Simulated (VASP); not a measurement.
# Ti (I4/mmm) in VASP: single point with r2SCAN

Aim: the single point of Ti with r2SCAN.

Program: VASP 6.6.1. These are calculated values, not measurements. Logs are shortened: lines on timing, memory, paths and dates and some standing lists are left out, and cuts for length are marked.

## Step 1: The cell of the first run

Symmetry: I4/mmm, No. 139, tetragonal system. The conventional cell has a = 3.414 Å, b = 3.414 Å, c = 3.089 Å, α = 90.00°, β = 90.00°, γ = 90.00°. Within 3.8 Å of Ti (site symmetry 4/mmm) lie 14 Ti at 2.87 to 3.41 Å.

## Step 2: Single point, r2SCAN (strain +0.050 along x and y, -0.050 along z)

Input file POSCAR:

```
Ti
1.0
   -1.7071896142      1.7071896142      1.5446001272
    1.7071896142     -1.7071896142      1.5446001272
    1.7071896142      1.7071896142     -1.5446001272
Ti
1
Direct
    0.0000000000      0.0000000000      0.0000000000
```

Input file INCAR.step1:

```
SYSTEM = Ti
PREC = Accurate
ENCUT = 520
ISMEAR = 0
SIGMA = 0.15
LREAL = .FALSE.
LASPH = .TRUE.
NELM = 100
NBANDS = 12
GGA = PE
ALGO = Normal
EDIFF = 1E-4
LWAVE = .TRUE.
LCHARG = .FALSE.
```

Input file INCAR.step2:

```
SYSTEM = Ti
PREC = Accurate
ENCUT = 520
EDIFF = 1E-6
ISMEAR = 0
SIGMA = 0.15
LREAL = .FALSE.
LASPH = .TRUE.
NELM = 100
ALGO = Normal
ISIF = 2
LWAVE = .FALSE.
LCHARG = .FALSE.
METAGGA = R2SCAN
LMIXTAU = .TRUE.
NBANDS = 12
ISTART = 1
```

Input file KPOINTS:

```
Automatic mesh
0
G
  26 26 26
  0 0 0
```

Potentials or basis: VASP PAW PBE potentials, release 64 (Ti_sv).

The run is started by

```sh
$ cat potpaw_PBE.64/Ti_sv/POTCAR > POTCAR
$ cp INCAR.step1 INCAR
$ mpirun -np 1 vasp_std > vasp.out
$ cp INCAR.step2 INCAR
$ mpirun -np 1 vasp_std > vasp.out
```

OUTCAR:

```text
SYSTEM = Ti
   PREC = Accurate
   ENCUT = 520
   EDIFF = 1E-6
   ISMEAR = 0
   LREAL = .FALSE.
   LASPH = .TRUE.
   NELM = 100
   ISIF = 2
   METAGGA = R2SCAN
   ISTART = 1

 ion  position               nearest neighbor table
   1  0.000  0.000  0.000-

  LATTYP: Found a body centered tetragonal cell.
 ALAT       =     3.4143792284
 C/A-ratio  =     0.9047619048

  Lattice vectors:

 A1 = (  -1.7071896142,   1.7071896142,   1.5446001272)
 A2 = (   1.7071896142,  -1.7071896142,   1.5446001272)
 A3 = (   1.7071896142,   1.7071896142,  -1.5446001272)

Analysis of symmetry for initial positions (statically):
=====================================================================
 Subroutine PRICEL returns:
 Original cell was already a primitive cell.

 Routine SETGRP: Setting up the symmetry group for a
 body centered tetragonal supercell.

 Subroutine GETGRP returns: Found 16 space group operations
 (whereof 16 operations were pure point group operations)
 out of a pool of 16 trial point group operations.

The static configuration has the point symmetry D_4h.

Analysis of symmetry for dynamics (positions and initial velocities):
=====================================================================
 Subroutine PRICEL returns:
 Original cell was already a primitive cell.

 Routine SETGRP: Setting up the symmetry group for a
 body centered tetragonal supercell.

 Subroutine GETGRP returns: Found 16 space group operations
 (whereof 16 operations were pure point group operations)
 out of a pool of 16 trial point group operations.

The dynamic configuration has the point symmetry D_4h.

 Subroutine INISYM returns: Found 16 space group operations
 (whereof 16 operations are pure point group operations),
 and found     1 'primitive' translations

----------------------------------------------------------------------------------------

                                     Primitive cell

  volume of cell :      18.0069

  direct lattice vectors                    reciprocal lattice vectors
    -1.707189614  1.707189614  1.544600127     0.000000000  0.292879008  0.323708377
     1.707189614 -1.707189614  1.544600127     0.292879008  0.000000000  0.323708377
     1.707189614  1.707189614 -1.544600127     0.292879008  0.292879008  0.000000000

  length of vectors
     2.866144154  2.866144154  2.866144154     0.436537772  0.436537772  0.414193465

  position of ions in fractional coordinates (direct lattice)
     0.000000000  0.000000000  0.000000000

  ion indices of the primitive-cell ions
   primitive index   ion index
                 1           1

----------------------------------------------------------------------------------------

 KPOINTS: Automatic mesh

Automatic generation of k-mesh.
 Grid dimensions read from file:
 generate k-points for:   26   26   26

 Generating k-lattice:

  Cartesian coordinates                     Fractional coordinates (reciprocal lattice)
     0.000000000  0.011264577  0.012450322     0.038461538  0.000000000  0.000000000
     0.011264577  0.000000000  0.012450322     0.000000000  0.038461538  0.000000000
     0.011264577  0.011264577  0.000000000     0.000000000  0.000000000  0.038461538

  Length of vectors
     0.016789914  0.016789914  0.015930518

  Shift w.r.t. Gamma in fractional coordinates (k-lattice)
     0.000000000  0.000000000  0.000000000

 Subroutine IBZKPT returns following result:
 ===========================================

 Found   1330 irreducible k-points:

 Following reciprocal coordinates:
            Coordinates               Weight
  0.000000  0.000000  0.000000      1.000000
  0.038462 -0.000000  0.000000      8.000000
  0.076923 -0.000000  0.000000      8.000000
  0.115385  0.000000  0.000000      8.000000
  0.153846  0.000000  0.000000      8.000000
  0.192308 -0.000000  0.000000      8.000000
[... 16 lines left out ...]
  0.346154  0.038462  0.000000     16.000000
  0.384615  0.038462  0.000000     16.000000
 [... further k-points ...]
   k-points           NKPTS =   1330   k-points in BZ     NKDIM =   1330   number of bands    NBANDS=     12
   number of dos      NEDOS =    301   number of ions     NIONS =      1
   total plane-waves  NPLWV =  13824
   dimension x,y,z NGX =    24 NGY =   24 NGZ =   24
   dimension x,y,z NGXF=    48 NGYF=   48 NGZF=   48
   ions per type =               1
   NGX,Y,Z   is equivalent  to a cutoff of  13.92, 13.92, 13.92 a.u.
   NGXF,Y,Z  is equivalent  to a cutoff of  27.84, 27.84, 27.84 a.u.
 SYSTEM =  Ti
   PREC   = accura    normal or accurate (medium, high low for compatibility)
   ISTART =      1    job   : 0-new  1-cont  2-samecut
   ICHARG =      0    charge: 1-file 2-atom 10-const
   ISPIN  =      1    spin polarized calculation?
   LNONCOLLINEAR =      F non collinear calculations
   LSORBIT =      F    spin-orbit coupling
   LASPH  =      T    aspherical Exc in radial PAW
   ENCUT  =  520.0 eV  38.22 Ry    6.18 a.u.   5.33  5.33  5.33*2*pi/ulx,y,z
   NELM   =    100;   NELMIN=  2; NELMDL=  0     # of ELM steps
   EDIFF  = 0.1E-05   stopping-criterion for ELM
   LREAL  =      F    real-space projection
   EDIFFG = 0.1E-04   stopping-criterion for IOM
   NSW    =      0    number of steps for IOM
   IBRION =     -1    ionic relax: 0-MD 1-quasi-New 2-CG
   NFREE  =      0    steps in history (QN), initial steepest desc. (CG)
   ISIF   =      2    stress and relaxation
   ISYM   =      2    0-nonsym 1-usesym 2-fastsym
   POTIM  = 0.5000    time-step for ionic-motion
   TEBEG  =    0.0;   TEEND  =   0.0 temperature during run
   PSTRESS=    0.0 pullay stress
   NELECT =      12.0000    total number of electrons
   NUPDOWN=      -1.0000    fix difference up-down
   EMIN   =  10.00;   EMAX   =-10.00  energy-range for DOS
   EFERMI =   0.00;   METHOD = LEGACY
   ISMEAR =     0;   SIGMA  =   0.15  broadening in eV -4-tet -1-fermi 0-gaus
   EFERMI_NEDOS =   21; number of points for ismear=-14 and -15
   IALGO  =     38    algorithm
   IMIX   =      4    mixing-type and parameters
     AMIX     =   0.40;   BMIX     =  1.00
     AMIX_MAG =   1.60;   BMIX_MAG =  1.00
  volume/ion in A,a.u.               =      18.01       121.52
  Fermi-wavevector in a.u.,A,eV,Ry     =   1.429954  2.702221 27.820762  2.044768
  Thomas-Fermi vector in A             =   2.549852
   LORBIT       =      0    0 simple, 1 ext, 2 COOP (PROOUT), +10 PAW based schemes
   METAGGA = R2SCAN    functional components
   LHFCALC =     F    Hartree Fock is set to
   AEXX    =    0.0000 exact exchange contribution
   IVDW    =     0    specifies the selected vdW correction
   LEPSILON=     F    determine dielectric tensor
   LRPA    =     F    only Hartree local field effects (RPA)
 non-spin polarized calculation
 Gauss-broadening in eV      SIGMA  =   0.15
  energy-cutoff  :      520.00
  volume of cell :       18.01
 maximum number of plane-waves:       513
 NGX is ok and might be reduce to    24
   NGX = 11   NGY = 11   NGZ = 11

 number of electron      11.9999997 magnetization

 Free energy of the ion-electron system (eV)
  ---------------------------------------------------
  ext. energy  EPLUGINS =         0.00000000
  ---------------------------------------------------
  free energy    TOTEN  =       -12.82854035 eV

  energy without entropy =      -12.80454698  energy(sigma->0) =      -12.81654366

 E-fermi :   7.7623     XC(G=0): -12.2169

 val. band max:        7.7604567567   @ k =  -0.2308  -0.2308   0.1154
 cond. band min:       7.7628160193   @ k =   0.4615   0.3462   0.0769
 fundamental gap:      0.0023592626
 Fermi energy:         7.7623003251

 k-point     1 :       0.0000    0.0000    0.0000
  band No.  band energies     occupation
      1     -51.2488      2.00000
      2     -26.0902      2.00000
      3     -26.0901      2.00000
      4     -26.0861      2.00000
      5       1.4823      2.00000
      6       8.3533      0.00000
      7       9.1668      0.00000
      8       9.1668      0.00000
      9      10.0191      0.00000
     10      10.9464      0.00000
     11      24.9645      0.00000
     12      24.9645      0.00000

 k-point     2 :       0.0385   -0.0000    0.0000
  band No.  band energies     occupation
      1     -51.2470      2.00000
      2     -26.0977      2.00000
      3     -26.0931      2.00000
      4     -26.0885      2.00000
      5       1.5356      2.00000
      6       8.3633      0.00000
      7       9.1547      0.00000
      8       9.1652      0.00000
      9      10.0228      0.00000
     10      10.9224      0.00000
     11      24.9520      0.00000
     12      25.0127      0.00000

 k-point     3 :       0.0769   -0.0000    0.0000
  band No.  band energies     occupation
      1     -51.2417      2.00000
      2     -26.1250      2.00000
      3     -26.1018      2.00000
      4     -26.0903      2.00000
      5       1.6936      2.00000
      6       8.3785      0.00000
      7       9.1113      0.00000
      8       9.1769      0.00000
      9      10.0387      0.00000
     10      10.8585      0.00000
     11      24.8917      0.00000
     12      25.1518      0.00000
[... 286 lines left out ...]
 k-point    23 :       0.3462    0.0385    0.0000
  band No.  band energies     occupation
      1     -51.1440      2.00000
      2     -26.6117      2.00000
      3     -26.2583      2.00000
      4     -26.1223      2.00000
      5       4.8801      2.00000
      6       7.4032      1.99929
      7       8.1929      0.00005
      8      10.5049      0.00000
      9      11.0605      0.00000
     10      11.3213      0.00000
     11      18.7728      0.00000
     12      21.9127      0.00000

 k-point    24 :       0.3846    0.0385    0.0000
  band No.  band energies     occupation
      1     -51.1342      2.00000
      2     -26.6582      2.00000
      3     -26.2747      2.00000
      4     -26.1247      2.00000
      5       5.1256      2.00000
      6       7.2930      1.99999
      7       8.3838      0.00000
      8      10.5310      0.00000
      9      11.1779      0.00000
     10      11.6472      0.00000
     11      17.8771      0.00000
     12      21.4993      0.00000

 [... further k-points ...]
[... 5 lines left out ...]
  --------------------------------------------------------------------------------------
  -------------------------------------------------------------------------------------
  Total       -0.4341757     -0.4341757     -0.5854037      0.0000000      0.0000000      0.0000000
  in kB      -38.6310482    -38.6310482    -52.0866532      0.0000000      0.0000000      0.0000000
  external PRESSURE =     -43.1162499 kB  Pullay stress =       0.0000000 kB

 VOLUME and BASIS-vectors are now :
 -----------------------------------------------------------------------------
  energy-cutoff  :      520.00
  volume of cell :       18.01
      direct lattice vectors                 reciprocal lattice vectors
    -1.707189614  1.707189614  1.544600127     0.000000000  0.292879008  0.323708377
     1.707189614 -1.707189614  1.544600127     0.292879008  0.000000000  0.323708377
     1.707189614  1.707189614 -1.544600127     0.292879008  0.292879008  0.000000000

 POSITION                                       TOTAL-FORCE (eV/Angst)
 -----------------------------------------------------------------------------------
      0.00000      0.00000      0.00000         0.000000      0.000000     -0.000000
 -----------------------------------------------------------------------------------
    total drift:                                0.000000      0.000000     -0.000000

  FREE ENERGIE OF THE ION-ELECTRON SYSTEM (eV)
  ---------------------------------------------------
  free  energy   TOTEN  =       -12.8285403468 eV

  energy  without entropy=      -12.8045469802  energy(sigma->0) =      -12.81654366
```

Wall time 5.3 min (1 thread of Intel Xeon 6975P-C (Granite Rapids), shared host); peak memory 0.38 GiB.

What came out:

```
Free energy            : -12.8285 eV
Pressure               : -4.3 GPa
Band gap on the k mesh : zero (bands 6 and 7 overlap by 1.61 eV)
```

Stress tensor (GPa, compression positive):
```
-3.86  0.00  0.00
 0.00 -3.86  0.00
 0.00  0.00 -5.21
```

Levels at points of the mesh, in eV from the Fermi level:
```tsv
k point	band 3	band 4	band 5	band 6	band 7	band 8	band 9	band 10
(0.00, 0.00, 0.00)	-33.85	-33.85	-6.28	0.59	1.40	1.40	2.26	3.18
(0.50, 0.00, 0.00)	-34.05	-33.89	-2.48	-0.59	1.12	2.79	3.50	4.24
(0.50, 0.50, 0.00)	-34.01	-33.83	-2.54	0.34	0.39	2.18	2.93	4.21
(0.50, 0.50, 0.50)	-34.31	-34.19	-2.25	-2.04	3.90	3.90	4.01	7.46
```

Caveat: the cell differs from its parent crystal (strain +0.050 along x and y, -0.050 along z); the cell stands under tension; the PAW data sets were made with another functional, which shifts forces and pressure a little.
